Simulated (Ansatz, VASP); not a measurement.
**One calculation of Ag, two programs**

```
CELL_PARAMETERS angstrom
0.00000 1.87965 1.87965
1.87965 0.00000 1.87965
1.87965 1.87965 0.00000
ATOMIC_POSITIONS crystal
Ag 0.00000 0.00000 0.00000
```

Change from the starting cell: strain -0.080 along x and y, -0.080 along z, atoms carried along.

Alike in both runs: task single point; functional PBEsol; k mesh 20 × 20 × 20; occupations gaussian, width 0.15 eV; no spin polarisation.

|  | VASP | Ansatz |
| --- | --- | --- |
| version | VASP 6.6.1 | Ansatz 0.2.0 |
| potentials or method | VASP PAW PBE potentials, release 64 (Ag), cutoff 520 eV | scalar-relativistic, plane waves, PAW |
| valence electrons in the cell | 11 | 19 |

```tsv
	VASP	Ansatz	Ansatz less VASP
gap on the k mesh at the Fermi level (eV)	none	none	-
pressure (GPa)	50.3	51.0	+0.71
```

VASP's potentials were made for PBE, not for PBEsol. A gap of «none» marks a metal or a gap that the smearing closes. Both programs put the cell under a high pressure, so it lies far from rest at this level. VASP's potentials hold 11 valence electrons a cell and Ansatz's 19, so a difference there can come from the potentials and not from the codes.
